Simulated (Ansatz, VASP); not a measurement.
One calculation of Te, two programs

```
Te
1.0
     4.45400    0.00000    0.00000
    -2.22700    3.85728    0.00000
     0.00000    0.00000    5.92400
Te
3
Cartesian
  1.2250 0.0000 1.9747
  -0.6125 1.0609 3.9493
  1.6145 2.7964 0.0000
```

Alike in both runs: functional PBE; k mesh 12 × 12 × 10; occupations gaussian, width 0.05 eV; no spin polarisation.

Ansatz relaxed the structure, and its values are those at the end. VASP's run is a single point on that final structure, the one shown.

```csv
,VASP,Ansatz
version,VASP 6.6.1,Ansatz 0.2.0
potentials or method,"VASP PAW PBE potentials, release 64 (Te), cutoff 520 eV","scalar-relativistic, plane waves, PAW"
valence electrons in the cell,18,48
```

```csv
,VASP,Ansatz,Ansatz less VASP
gap on the k mesh at the Fermi level (eV),0.17,0.19,+0.018
least direct gap on the mesh (eV),0.17,0.19,+0.018
pressure (GPa),0.8,0.8,0.00
rms of the force components (eV/Å),0.005,0.000,-0.0045
```

VASP's potentials hold 18 valence electrons a cell and Ansatz's 48, so a difference there can come from the potentials and not from the codes. Ansatz's warnings: stress scf threshold loose.

Spin-orbit coupling is off throughout.
